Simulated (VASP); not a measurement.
A run of VASP 6.6.1 is set up as follows.

POSCAR

```
MgO
1.0
    0.0000000000      1.7350611112      1.7350611112
    1.7350611112      0.0000000000      1.7350611112
    1.7350611112      1.7350611112      0.0000000000
Mg O
1 1
Direct
    0.0000000000      0.0000000000      0.0000000000
    0.5000000000      0.5000000000      0.5000000000
```

The input INCAR.step1:

```
SYSTEM = MgO
PREC = Accurate
ENCUT = 660
ISMEAR = 0
SIGMA = 0.01
LREAL = .FALSE.
LASPH = .TRUE.
NELM = 120
NBANDS = 11
GGA = PE
ALGO = Normal
EDIFF = 1E-5
LWAVE = .TRUE.
LCHARG = .FALSE.
GGA_COMPAT = .FALSE.
```

Contents of INCAR.step2:

```
SYSTEM = MgO
PREC = Accurate
ENCUT = 660
EDIFF = 1E-6
ISMEAR = 0
SIGMA = 0.01
LREAL = .FALSE.
LASPH = .TRUE.
NELM = 120
ALGO = Normal
ISIF = 2
LWAVE = .FALSE.
LCHARG = .TRUE.
METAGGA = R2SCAN
LMIXTAU = .TRUE.
LELF = .TRUE.
LVHAR = .TRUE.
NBANDS = 11
ISTART = 1
GGA_COMPAT = .FALSE.
```

The input KPOINTS:

```
Automatic mesh
0
G
  10 10 10
  0 0 0
```

Potentials or basis: VASP PAW PBE potentials, release 64 (Mg, O).

Launch:

```sh
$ cat potpaw_PBE.64/Mg/POTCAR potpaw_PBE.64/O/POTCAR > POTCAR
$ cp INCAR.step1 INCAR
$ mpirun -np 1 vasp_std > vasp.out
$ cp INCAR.step2 INCAR
$ mpirun -np 1 vasp_std > vasp.out
```

What does it give for the band gap on the k mesh?

9.95 eV, indirect (least direct gap 12.29 eV).

What does it give for the pressure?

320.0 GPa.

Caveat: the PAW data sets were made with another functional, which shifts forces and pressure a little. A k mesh can miss the band edges.
